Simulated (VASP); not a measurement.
# Au: relaxation of volume and atoms at fixed shape with LDA

Crystal: Au.

```
Au
1.0
     0.00000    2.03500    2.03500
     2.03500    0.00000    2.03500
     2.03500    2.03500    0.00000
Au
1
Direct
  0.00000 0.00000 0.00000
```

```json
{
  "Program": "VASP 6.6.1",
  "Task": "relaxation of volume and atoms at fixed shape",
  "Functional": "LDA",
  "Potentials or basis": "VASP PAW LDA potentials, release 64 (Au)",
  "Cutoff": "500 eV",
  "k mesh": "11 × 11 × 11",
  "Occupations": "fermi-dirac, width 0.05 eV",
  "Spin": "no spin polarisation",
  "Dipole correction": "no",
  "Further INCAR settings": "ALGO = Normal; EDIFF = 1e-07; IBRION = 2; EDIFFG = -0.01; NSW = 80; ISIF = 8"
}
```

| Property | Result |
| --- | --- |
| Relaxed volume | 16.62 Å³/atom |
| Relaxed cell | a = 2.865 Å, b = 2.865 Å, c = 2.865 Å, α = 60.00°, β = 60.00°, γ = 60.00° |
| Space group after relaxing (to 0.1 Å) | Fm-3m (No. 225) |
| Energy gained by relaxing | 2.0 meV/atom |
| Ionic steps | 3 |
| Pressure after relaxing | 0.0 GPa |
| Band gap on the k mesh | zero (an odd number of electrons rules out a gap without spin polarisation) |

The path:
```
step  energy change (eV)  largest force (eV/Å)  pressure (GPa)  volume (Å³)
   1              0.0000                0.0000           -2.62        16.85
   2              0.0051                0.0000            5.43        16.19
   3             -0.0020                0.0000           -0.02        16.62
```

Final structure:
```
CELL_PARAMETERS angstrom
0.00000 2.02553 2.02553
2.02553 0.00000 2.02553
2.02553 2.02553 0.00000
ATOMIC_POSITIONS crystal
Au 0.00000 0.00000 0.00000
```

Levels at points of the mesh, in eV from the Fermi level:
| k point | band 3 | band 4 | band 5 | band 6 | band 7 | band 8 | band 9 |
| --- | --- | --- | --- | --- | --- | --- | --- |
| (0.00, 0.00, 0.00) | -4.84 | -4.84 | -3.23 | -3.23 | 14.46 | 18.55 | 18.55 |

It took 6.4 s on 1 thread of Intel(R) Xeon(R) 6975P-C (Granite Rapids), with other jobs on the host, peak memory 0.13 GiB.

Caveat: spin-orbit coupling is left out, which moves the levels of the heavy elements. Zero-point motion and thermal expansion aren't in these numbers.
